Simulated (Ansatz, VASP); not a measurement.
# Pt: VASP beside Ansatz

The input INCAR:

```
PREC     = Accurate       # precision mode
ENCUT    = 520            # plane-wave cutoff, eV
EDIFF    = 1E-6           # SCF threshold, eV
ISMEAR   = 0              # smearing method
SIGMA    = 0.15           # smearing width, eV
LREAL    = False          # projectors in reciprocal space
LASPH    = True           # aspherical terms in the spheres
NELM     = 80             # most SCF steps
ALGO     = Fast           # electronic algorithm
ISIF     = 2              # what is computed and relaxed
LWAVE    = False          # write WAVECAR
LCHARG   = True           # write CHGCAR
LELF     = True           # ELF
LVHAR    = True         
NBANDS   = 11             # bands
```

The input KPOINTS:

```
Automatic mesh
0
Gamma
  20 20 20
```

POSCAR

```
Pt
1.0
    0.0000000000      1.9468328700      1.9127632948
    1.7862191582      0.0000000000      1.9127632948
    1.7862191582      1.9468328700      0.0000000000
Pt
1
Direct
    0.0000000000      0.0000000000      0.0000000000
```

Input for Ansatz:

```yaml
crystal:
  lattice:
    - [0.0, 1.94683287, 1.9127632948]
    - [1.7862191582, 0.0, 1.9127632948]
    - [1.7862191582, 1.94683287, 0.0]
  atoms:
    - { symbol: Pt, position: [0.0, 0.0, 0.0] }
basis:
  ecutwfc: 420
kpoints:
  mp_grid: { grid: [20, 20, 20] }
hamiltonian:
  xc: lda
scf:
  occupations: { method: gaussian, width: 0.15 }
output:
  forces: true
  stress: true
  eigenvalues: true
```

Change from the starting cell: normal strain along x -0.0825, normal strain along z -0.0175.

Alike in both runs: task single point; functional LDA; k mesh 20 × 20 × 20; occupations gaussian, width 0.15 eV; no spin polarisation.

|  | VASP | Ansatz |
| --- | --- | --- |
| version | VASP 6.6.1 | Ansatz 0.2.0 |
| potentials or method | VASP PAW LDA potentials, release 64 (Pt), cutoff 520 eV | scalar-relativistic, plane waves, PAW |
| valence electrons in the cell | 10 | 18 |

|  | VASP | Ansatz | Ansatz less VASP |
| --- | --- | --- | --- |
| gap on the k mesh at the Fermi level (eV) | none | none | - |
| pressure (GPa) | 44.1 | 42.8 | -1.30 |
| traceless stress, the component that is largest in VASP (GPa) | 5.84 | 5.81 | -0.036 |

LDA's correlation is that of Perdew and Zunger in VASP and of Perdew and Wang (1992) in Ansatz. A gap of «none» marks a metal or a gap that the smearing closes. Both programs put the cell under a high pressure, so it lies far from rest at this level. VASP's potentials hold 10 valence electrons a cell and Ansatz's 18, so a difference there can come from the potentials and not from the codes.

Neither program's run includes spin-orbit coupling.
